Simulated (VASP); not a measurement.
Crystal: ZnSe.

```xyz
2
Lattice="0.0000 2.9253 2.9253 2.9253 0.0000 2.9253 2.9253 2.9253 0.0000" Properties=species:S:1:pos:R:3 pbc="T T T"
Se    4.3879    4.3879    4.3879
Zn    0.0000    0.0000    0.0000
```

| Item | Value |
| --- | --- |
| Program | VASP 6.6.1 |
| Task | relaxation of cell and atoms |
| Functional | LAK |
| Potentials or basis | VASP PAW PBE potentials, release 64 (Se, Zn) |
| Cutoff | 720 eV |
| k mesh | 8 × 8 × 8 |
| Occupations | gaussian, width 0.03 eV |
| Spin | no spin polarisation |

At the start: pressure -2.9 GPa; volume 25.03 Å³/atom.

Where does the relaxation end?

Over 19 steps the energy falls by 12.5 meV/atom and the volume is 23.80 Å³/atom (-4.9 %); space group F-43m (No. 216, to 0.1 Å) before and after.

Step by step:
```
step  energy change (eV)  largest force (eV/Å)  pressure (GPa)  volume (Å³)
   1              0.0000                0.0000           -2.86        50.06
   2             -0.0238                0.0000            1.08        46.90
   3             -0.0258                0.0000            0.12        47.52
   4             -0.0258                0.0000           -0.03        47.61
   5             -0.0258                0.0000           -0.03        47.61
   6             -0.0258                0.0000           -0.02        47.61
   7             -0.0258                0.0000           -0.03        47.61
   8             -0.0258                0.0000           -0.03        47.61
   9             -0.0258                0.0000           -0.03        47.61
  10             -0.0258                0.0000           -0.03        47.61
  11             -0.0258                0.0000           -0.03        47.61
  12             -0.0258                0.0000           -0.03        47.61
  13             -0.0258                0.0000           -0.02        47.61
  14             -0.0258                0.0000           -0.02        47.61
  15             -0.0258                0.0000           -0.02        47.61
  16             -0.0258                0.0000           -0.02        47.60
  17             -0.0258                0.0000            0.00        47.60
  18             -0.0250                0.0000           -0.01        47.60
  19             -0.0250                0.0000           -0.01        47.60
```

Final structure:
```xyz
2
Lattice="0.0000 2.8764 2.8764 2.8764 0.0000 2.8764 2.8764 2.8764 0.0000" Properties=species:S:1:pos:R:3 pbc="T T T"
Se    4.3146    4.3146    4.3146
Zn    0.0000    0.0000    0.0000
```

Where two steps share one volume, the run began anew on that cell with a basis built for it.

Caveat: the PAW data sets were made with another functional, which shifts forces and pressure a little.
